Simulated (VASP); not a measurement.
Here is a VASP 6.6.1 calculation.

Contents of INCAR:

```
  PREC = Accurate
  ENCUT = 520
  EDIFF = 1E-6
  ISMEAR = 0
  SIGMA = 0.1
  LREAL = F
  LASPH = T
  NELM = 100
  ALGO = Fast
  ISIF = 2
  LWAVE = F
  LCHARG = T
  GGA = PS
  LELF = T
  LVHAR = T
  ISYM = 0
  NBANDS = 24
```

The input KPOINTS:

```
Automatic mesh
0
Gamma
  10 10 10
  0.5 0.5 0.5
```

File POSCAR:

```
AlNi3
1.0
    0.0000000000      2.8018887551      2.8018887551
    2.8018887551      0.0000000000      2.8018887551
    2.8018887551      2.8018887551      0.0000000000
Al Ni
1 3
Direct
    0.5000000000      0.5000000000      0.5000000000
    0.2500000000      0.2500000000      0.2500000000
    0.0000000000      0.0000000000      0.0000000000
    0.7500000000      0.7500000000      0.7500000000
```

Potentials or basis: VASP PAW PBE potentials, release 64 (Al, Ni).

Launch:

```bash
$ cat potpaw_PBE.64/Al/POTCAR potpaw_PBE.64/Ni/POTCAR > POTCAR
$ mpirun -np 1 vasp_std > vasp.out
```

Task: Predict the pressure.

Result: -0.7 GPa.

Caveat: the PAW data sets were made with another functional, which shifts forces and pressure a little. Spin polarisation is off, so any magnetic state and its effect on volume and gap are missing.
